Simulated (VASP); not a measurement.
Input of a VASP 6.6.1 run:

The input INCAR:

```
  ALGO = Normal
  EDIFF = 1E-6
  ENCUT = 520
  ISIF = 2
  ISMEAR = 0
  LASPH = T
  LCHARG = F
  LREAL = F
  LWAVE = F
  NBANDS = 18
  NELM = 80
  PREC = Accurate
  SIGMA = 0.05
```

File KPOINTS:

```
k-points
0
Gamma
  9 9 6
```

File POSCAR:

```
LiF
1.0
    2.9984347243      0.0000000000      0.0000000000
   -1.4992173621      2.5967206428      0.0000000000
    0.0000000000      0.0000000000      4.7579162205
Li F
2 2
Direct
    0.3333333333      0.6666666667      0.4214111656
    0.6666666667      0.3333333333      0.9214111656
    0.3333333333      0.6666666667      0.9910195924
    0.6666666667      0.3333333333      0.4910195924
```

Potentials or basis: VASP PAW LDA potentials, release 64 (Li_sv, F).

The run is started by

```sh
$ cat potpaw_LDA.64/Li_sv/POTCAR potpaw_LDA.64/F/POTCAR > POTCAR
$ mpirun -np 1 vasp_std > vasp.out
```

Q: Estimate the band gap on the k mesh.

A: 7.67 eV.

Q: Estimate the largest force.

A: 0.373 eV/Å.

Forces in eV/Å, atoms in the order of the input:
```
Li   0.000  0.000 -0.373
Li   0.000  0.000 -0.373
F    0.000  0.000  0.373
F    0.000  0.000  0.373
```

Caveat: an odd mesh through Γ misses points on the zone boundary, where band edges can lie.
